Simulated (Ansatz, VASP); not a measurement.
Cu: VASP beside Ansatz

```xyz
1
Lattice="-1.4452 1.4452 1.3784 1.4452 -1.4452 1.3784 1.4452 1.4452 -1.3784" Properties=species:S:1:pos:R:3 pbc="T T T"
Cu    0.0000    0.0000    0.0000
```

Alike in both runs: task single point; functional LDA; k mesh 10 × 10 × 10; occupations methfessel-paxton of order 1, width 0.01 eV; no spin polarisation.

|  | VASP | Ansatz |
| --- | --- | --- |
| version | VASP 6.6.1 | Ansatz 0.2.0 |
| potentials or method | VASP PAW LDA potentials, release 64 (Cu_sv_GW), cutoff 820 eV | plane waves, PAW |
| valence electrons in the cell | 19 | 19 |

VASP gave:

```
pressure (GPa)                                                : -10.4
traceless stress, the component that is largest in VASP (GPa) : -0.83
```

Question: Estimate Ansatz's values.

Answer: Pressure (GPa): -8.7; traceless stress, the component that is largest in VASP (GPa): -0.78.

LDA's correlation is that of Perdew and Zunger in VASP and of Perdew and Wang (1992) in Ansatz. Ansatz's warnings: stress scf threshold loose.
